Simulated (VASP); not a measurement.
**I: relaxation of cell and atoms with r2SCAN**

I:

```
I
1.0
     0.00000    2.36560    3.90984
     2.19225    0.00000    3.90984
     2.19225    2.36560    0.00000
I
1
Direct
  0.00000 0.00000 0.00000
```

```yaml
Program: VASP 6.6.1
Task: relaxation of cell and atoms
Functional: r2SCAN
Potentials_or_basis: VASP PAW PBE potentials, release 64 (I)
Cutoff: 600 eV
k_mesh: 9 × 9 × 9
Occupations: fermi-dirac, width 0.05 eV
Spin: no spin polarisation
Target_pressure: 30 GPa
Dipole_correction: no
Further_INCAR_settings: ALGO = Normal; EDIFF = 1e-06; IBRION = 2; EDIFFG = -0.01; NSW = 60; ISIF = 3
```

* Relaxed volume: 24.12 Å³/atom
* Relaxed cell: a = 3.509 Å, b = 3.439 Å, c = 2.948 Å, α = 66.12°, β = 63.67°, γ = 50.21°
* Space group after relaxing (to 0.1 Å): Fmmm (No. 69)
* Energy change on relaxing (the run minimises the enthalpy): +870.2 meV/atom
* Ionic steps: 19
* Pressure after relaxing: 30.0 GPa
* Band gap on the k mesh: zero (an odd number of electrons rules out a gap without spin polarisation)

The path:
```csv
step,energy change (eV),largest force (eV/Å),pressure (GPa),volume (Å³)
1,0.0000,0.0000,-0.04,40.55
2,22.6494,0.0000,800.09,10.30
3,0.3450,0.0000,15.01,30.81
4,0.5122,0.0000,20.21,29.29
5,0.8755,0.0000,30.91,26.98
6,1.2875,0.0000,41.17,22.30
7,1.0654,0.0000,36.52,23.21
8,1.0142,0.0000,35.42,23.47
9,0.5912,0.0000,20.65,25.91
10,0.8395,0.0000,29.46,24.31
11,0.8427,0.0000,29.58,24.30
12,0.8560,0.0000,29.79,24.21
13,0.8816,0.0000,30.20,24.06
14,0.8843,0.0000,30.25,24.04
15,0.8638,0.0000,29.70,24.15
16,0.8630,0.0000,29.71,24.16
17,0.8811,0.0000,30.45,24.06
18,0.8713,0.0000,30.04,24.11
19,0.8702,0.0000,29.98,24.12
```

Final structure:
```
I
1.0
     0.00000    2.14191    2.77904
     2.02582    0.00000    2.77904
     2.02582    2.14191    0.00000
I
1
Direct
  0.00000 0.00000 0.00000
```

Levels at points of the mesh, in eV from the Fermi level:
```
           k point  band 2  band 3  band 4  band 5  band 6  band 7
(0.00, 0.00, 0.00)    0.15    1.99    2.26    8.09    8.21   11.65
```

Run time: 25 min on 1 thread of Intel(R) Xeon(R) Platinum 8559C (Emerald Rapids), with other jobs on the host, peak memory 0.27 GiB.

Caveat: the cell is relaxed towards a set pressure, so the run minimises the enthalpy, not the energy; the volume moved by over 15 % at a fixed basis, so the end points are rough; the PAW data sets were made with another functional, which shifts forces and pressure a little; spin-orbit coupling is left out, which moves the levels of the heavy elements; an odd number of electrons without spin polarisation forces a metal; a magnetic or distorted state may lie lower.
